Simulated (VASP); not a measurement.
A run of VASP 6.6.1 is set up as follows.

Contents of POSCAR:

```
GaP
1.0
    0.0000000000      2.7252500000      2.7252500000
    2.7252500000      0.0000000000      2.7252500000
    2.7252500000      2.7252500000      0.0000000000
Ga P
1 1
Direct
    0.0000000000      0.0000000000      0.0000000000
    0.7500000000      0.7500000000      0.7500000000
```

Contents of INCAR.step1:

```
SYSTEM = GaP
  ALGO = Normal
  EDIFF = 1E-4
  ENCUT = 600
  GGA = PE
  ISMEAR = 0
  LASPH = .True.
  LCHARG = .False.
  LREAL = .False.
  LWAVE = .True.
  NELM = 60
  PREC = Accurate
  SIGMA = 0.01
```

INCAR.step2

```
SYSTEM = GaP
  ALGO = Normal
  EDIFF = 1E-7
  EDIFFG = -0.002
  ENCUT = 600
  IBRION = 2
  ISIF = 3
  ISMEAR = 0
  ISTART = 1
  LASPH = .True.
  LCHARG = .False.
  LMIXTAU = .True.
  LREAL = .False.
  LWAVE = .False.
  METAGGA = R2SCAN
  NELM = 60
  NSW = 100
  PREC = Accurate
  PSTRESS = 20.0
  SIGMA = 0.01
```

The input KPOINTS:

```
k-points
0
Gamma
  8 8 8
  0 0 0
```

Potentials or basis: VASP PAW PBE potentials, release 64 (Ga_d, P).

The run is started by

```sh
$ cat potpaw_PBE.64/Ga_d/POTCAR potpaw_PBE.64/P/POTCAR > POTCAR
$ cp INCAR.step1 INCAR
$ mpirun -np 1 vasp_std > vasp.out
$ cp INCAR.step2 INCAR
$ mpirun -np 1 vasp_std > vasp.out
```

Predict the relaxed volume.

19.81 Å³/atom.

What does it give for the relaxed cell?

a = 3.826 Å, b = 3.826 Å, c = 3.826 Å, α = 60.00°, β = 60.00°, γ = 60.00°.

What does it give for the band gap on the k mesh?

1.87 eV (least direct gap 2.54 eV).

Final structure:
```yaml
crystal:
  lattice:
    - [0.00000, 2.70565, 2.70565]
    - [2.70565, 0.00000, 2.70565]
    - [2.70565, 2.70565, 0.00000]
  atoms:
    - { symbol: Ga, position: [0.00000, 0.00000, 0.00000] }
    - { symbol: P, position: [0.75000, 0.75000, 0.75000] }
```

Caveat: the cell is relaxed towards a set pressure, so the run minimises the enthalpy, not the energy; the PAW data sets were made with another functional, which shifts forces and pressure a little. A k mesh can miss the band edges.
